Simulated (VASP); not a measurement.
# Si (I-42m) in VASP: single point with PBE

Aim: the single point of Si with PBE.

All numbers are computed with VASP 6.6.1; they aren't measurements. Logs are shortened: lines on timing, memory, paths and dates and some standing lists are left out, and cuts for length are marked.

## 1. The cell of the first run

The structure is tetragonal, space group I-42m (No. 121). The conventional cell has a = 6.691 Å, b = 6.691 Å, c = 3.861 Å, α = 90.00°, β = 90.00°, γ = 90.00°. Within 3.1 Å of Si (site symmetry m) lie 4 Si at 2.36 to 2.45 Å. Si (site symmetry m) has 4 Si at 2.36 to 2.45 Å within 3.1 Å.

## 2. Single point, PBE (atoms displaced along a vibrational mode)

Input file INCAR:

```
SYSTEM = Si
  ALGO = Normal
  EDIFF = 1E-7
  ENCUT = 520
  GGA = PE
  ISIF = 2
  ISMEAR = 0
  LASPH = .TRUE.
  LCHARG = .FALSE.
  LREAL = .FALSE.
  LWAVE = .FALSE.
  NBANDS = 26
  NELM = 100
  PREC = Accurate
  SIGMA = 0.05
```

Input file KPOINTS:

```
k-points
0
G
  10 10 4
  0 0 0
```

Input file POSCAR:

```
Si
1.0
    0.0000000000      0.0000000000      3.8608359371
    3.3455832253     -3.3455832253     -1.9304179686
    6.6911664507      6.6911664507      0.0000000000
Si
8
Direct
   -0.0676019402      0.0000000000      0.1786105076
    0.4323980598      0.0000000000      0.6786105076
    0.4323980598      0.0000000000      0.3213894924
   -0.0676019402      0.0000000000      0.8213894924
    0.8889914325      0.6427789847      0.0000000000
    0.3889914325      0.6427789847      0.5000000000
    0.2462124478      0.3572210153      0.0000000000
    0.7462124478      0.3572210153      0.5000000000
```

Potentials or basis: VASP PAW PBE potentials, release 64 (Si).

Run with:

```console
> cat potpaw_PBE.64/Si/POTCAR > POTCAR
> mpirun -np 1 vasp_std > vasp.out
```

OUTCAR:

```text
SYSTEM = Si
   EDIFF = 1E-7
   ENCUT = 520
   GGA = PE
   ISIF = 2
   ISMEAR = 0
   LASPH = .TRUE.
   LREAL = .FALSE.
   NELM = 100
   PREC = Accurate

 ion  position               nearest neighbor table
   1  0.932  0.000  0.179-   3 2.36   3 2.36   7 2.45   5 2.45
   2  0.432  0.000  0.679-   4 2.36   4 2.36   8 2.45   6 2.45
   3  0.432  0.000  0.321-   1 2.36   1 2.36   8 2.45   6 2.45
   4  0.932  0.000  0.821-   2 2.36   2 2.36   7 2.45   5 2.45
   5  0.889  0.643  0.000-   7 2.36   7 2.36   1 2.45   4 2.45
   6  0.389  0.643  0.500-   8 2.36   8 2.36   2 2.45   3 2.45
   7  0.246  0.357  0.000-   5 2.36   5 2.36   4 2.45   1 2.45
   8  0.746  0.357  0.500-   6 2.36   6 2.36   3 2.45   2 2.45

  LATTYP: Found a base centered orthorhombic cell.
 ALAT       =     3.8608359371
 B/A-ratio  =     2.4509558284
 C/A-ratio  =     2.4509558284

  Lattice vectors:

 A1 = (  -3.3455832253,   3.3455832253,   1.9304179686)
 A2 = (   3.3455832253,  -3.3455832253,   1.9304179685)
 A3 = (   6.6911664507,   6.6911664507,   0.0000000000)

Analysis of symmetry for initial positions (statically):
=====================================================================
 Subroutine PRICEL returns following result:

  LATTYP: Found a body centered tetragonal cell.
 ALAT       =     6.6911664506
 C/A-ratio  =     0.5770049162

  Lattice vectors:

 A1 = (  -3.3455832253,   3.3455832253,  -1.9304179685)
 A2 = (   3.3455832253,  -3.3455832253,  -1.9304179686)
 A3 = (  -3.3455832254,  -3.3455832254,   1.9304179686)

   2 primitive cells build up your supercell.

 Routine SETGRP: Setting up the symmetry group for a
 base centered orthorhombic supercell.

 Subroutine GETGRP returns: Found  4 space group operations
 (whereof  4 operations were pure point group operations)
 out of a pool of  8 trial point group operations.

The static configuration has the point symmetry C_2v.

Analysis of symmetry for dynamics (positions and initial velocities):
=====================================================================
 Subroutine PRICEL returns following result:

  LATTYP: Found a body centered tetragonal cell.
 ALAT       =     6.6911664506
 C/A-ratio  =     0.5770049162

  Lattice vectors:

 A1 = (  -3.3455832253,   3.3455832253,  -1.9304179685)
 A2 = (   3.3455832253,  -3.3455832253,  -1.9304179686)
 A3 = (  -3.3455832254,  -3.3455832254,   1.9304179686)
[... 117 lines left out ...]
   NSW    =      0    number of steps for IOM
   IBRION =     -1    ionic relax: 0-MD 1-quasi-New 2-CG
   NFREE  =      0    steps in history (QN), initial steepest desc. (CG)
   ISIF   =      2    stress and relaxation
   ISYM   =      2    0-nonsym 1-usesym 2-fastsym
   POTIM  = 0.5000    time-step for ionic-motion
   TEBEG  =    0.0;   TEEND  =   0.0 temperature during run
   PSTRESS=    0.0 pullay stress
   NELECT =      32.0000    total number of electrons
   NUPDOWN=      -1.0000    fix difference up-down
   EMIN   =  10.00;   EMAX   =-10.00  energy-range for DOS
   EFERMI =   0.00;   METHOD = LEGACY
   ISMEAR =     0;   SIGMA  =   0.05  broadening in eV -4-tet -1-fermi 0-gaus
   EFERMI_NEDOS =   21; number of points for ismear=-14 and -15
   IALGO  =     38    algorithm
   IMIX   =      4    mixing-type and parameters
     AMIX     =   0.40;   BMIX     =  1.00
     AMIX_MAG =   1.60;   BMIX_MAG =  1.00
  volume/ion in A,a.u.               =      21.61       145.81
  Fermi-wavevector in a.u.,A,eV,Ry     =   0.933032  1.763175 11.844531  0.870548
  Thomas-Fermi vector in A             =   2.059691
   LORBIT       =      0    0 simple, 1 ext, 2 COOP (PROOUT), +10 PAW based schemes
   GGA     = PE    functional components
   LHFCALC =     F    Hartree Fock is set to
   AEXX    =    0.0000 exact exchange contribution
   IVDW    =     0    specifies the selected vdW correction
   LEPSILON=     F    determine dielectric tensor
   LRPA    =     F    only Hartree local field effects (RPA)
 non-spin polarized calculation
 Gauss-broadening in eV      SIGMA  =   0.05
  energy-cutoff  :      520.00
  volume of cell :      172.86
 maximum number of plane-waves:      4690
 NGX is ok and might be reduce to    30
   NGX = 15   NGY = 19   NGZ = 35

 number of electron      32.0000002 magnetization

 Free energy of the ion-electron system (eV)
  ---------------------------------------------------
  ext. energy  EPLUGINS =         0.00000000
  ---------------------------------------------------
  free energy    TOTEN  =       -41.90089877 eV

  energy without entropy =      -41.90026564  energy(sigma->0) =      -41.90058220

 E-fermi :   5.4240     XC(G=0):  -9.0810

 val. band max:        5.3900385194   @ k =   0.5000   0.2000   0.0000
 cond. band min:       5.4421078861   @ k =   0.0000   0.4000   0.0000
 fundamental gap:      0.0520693667
 Fermi energy:         5.4240047969

 k-point     1 :       0.0000    0.0000    0.0000
  band No.  band energies     occupation
      1      -6.5825      2.00000
      2      -5.5721      2.00000
      3      -4.7221      2.00000
      4      -2.5373      2.00000
      5      -0.0869      2.00000
      6      -0.0866      2.00000
[... 685 lines left out ...]
     25       9.3681      0.00000
     26       9.6827      0.00000

 [... further k-points ...]

------------------------ aborting loop because EDIFF is reached ----------------------------------------

  FORCE on cell =-STRESS in cart. coord.  units (eV):
  Direction    XX          YY          ZZ          XY          YZ          ZX
  --------------------------------------------------------------------------------------
  -------------------------------------------------------------------------------------
  Total       -2.4499794     -2.4499794     -1.5614378     -0.0426001     -0.0000000      0.0000000
  in kB      -22.7084770    -22.7084770    -14.4727235     -0.3948541     -0.0000000      0.0000000
  external PRESSURE =     -19.9632259 kB  Pullay stress =       0.0000000 kB

 VOLUME and BASIS-vectors are now :
 -----------------------------------------------------------------------------
  energy-cutoff  :      520.00
  volume of cell :      172.86
      direct lattice vectors                 reciprocal lattice vectors
     0.000000000  0.000000000  3.860835937     0.074725387 -0.074725387  0.259011265
     3.345583225 -3.345583225 -1.930417969     0.149450773 -0.149450773  0.000000000
     6.691166451  6.691166451  0.000000000     0.074725387  0.074725387  0.000000000

 POSITION                                       TOTAL-FORCE (eV/Angst)
 -----------------------------------------------------------------------------------
      1.19511      1.19511      3.59984        -0.326777     -0.326777      0.707649
      4.54070      4.54070      1.66942        -0.326777     -0.326777      0.707649
      2.15047      2.15047      1.66942         0.326777      0.326777      0.707649
      5.49605      5.49605      3.59984         0.326777      0.326777      0.707649
      2.15047     -2.15047      2.19142         0.322491     -0.322491     -0.707649
      5.49605      1.19511      0.26100         0.322491     -0.322491     -0.707649
      1.19511     -1.19511      0.26100        -0.322491      0.322491     -0.707649
      4.54070      2.15047      2.19142        -0.322491      0.322491     -0.707649
 -----------------------------------------------------------------------------------
    total drift:                                0.000000     -0.000000     -0.000004

  FREE ENERGIE OF THE ION-ELECTRON SYSTEM (eV)
  ---------------------------------------------------
  free  energy   TOTEN  =       -41.9008987654 eV

  energy  without entropy=      -41.9002656435  energy(sigma->0) =      -41.90058220
```

stdout:

```text
POSCAR found type information on POSCAR Si
 POSCAR found :  1 types and       8 ions
 scaLAPACK will be used
 LDA part: xc-table for (Slater+PW92), standard interpolation
 POSCAR, INCAR and KPOINTS ok, starting setup
 FFT: planning ... GRIDC
 FFT: planning ... GRID_SOFT
 FFT: planning ... GRID
 WAVECAR not read
 entering main loop
```

Wall time 6.4 min (1 thread of Intel Xeon Platinum 8488C (Sapphire Rapids), shared host); peak memory 0.45 GiB.

What came out:

| Quantity | Value |
| --- | --- |
| Free energy | -41.9009 eV |
| Pressure | -2.0 GPa |
| Largest force | 0.845 eV/Å |
| Band gap on the k mesh | zero (bands 16 and 17 overlap by 0.15 eV) |

Forces in eV/Å, atoms in the order of the input:
```
Si  -0.327 -0.327  0.708
Si  -0.327 -0.327  0.708
Si   0.327  0.327  0.708
Si   0.327  0.327  0.708
Si   0.322 -0.322 -0.708
Si   0.322 -0.322 -0.708
Si  -0.322  0.322 -0.708
Si  -0.322  0.322 -0.708
```

Levels at points of the mesh, in eV from the Fermi level:
```csv
k point,band 14,band 15,band 16,band 17,band 18,band 19
"(0.00, 0.00, 0.00)",-1.61,-1.61,-0.36,1.11,1.29,1.29
"(0.50, 0.00, 0.00)",-2.46,-2.29,-2.29,1.21,1.21,1.84
"(0.00, 0.50, 0.00)",-1.20,0.11,0.11,1.11,1.14,1.69
"(0.00, 0.00, 0.50)",-1.82,-1.66,-1.66,0.63,0.63,1.54
"(0.50, 0.00, 0.50)",-2.26,-1.41,-1.41,0.61,0.61,1.95
"(0.00, 0.50, 0.50)",-1.27,-0.50,-0.50,0.93,0.93,2.50
```

Caveat: the cell differs from its parent crystal (atoms displaced along a vibrational mode); semilocal functionals underestimate gaps, so a narrow gap can read as zero.
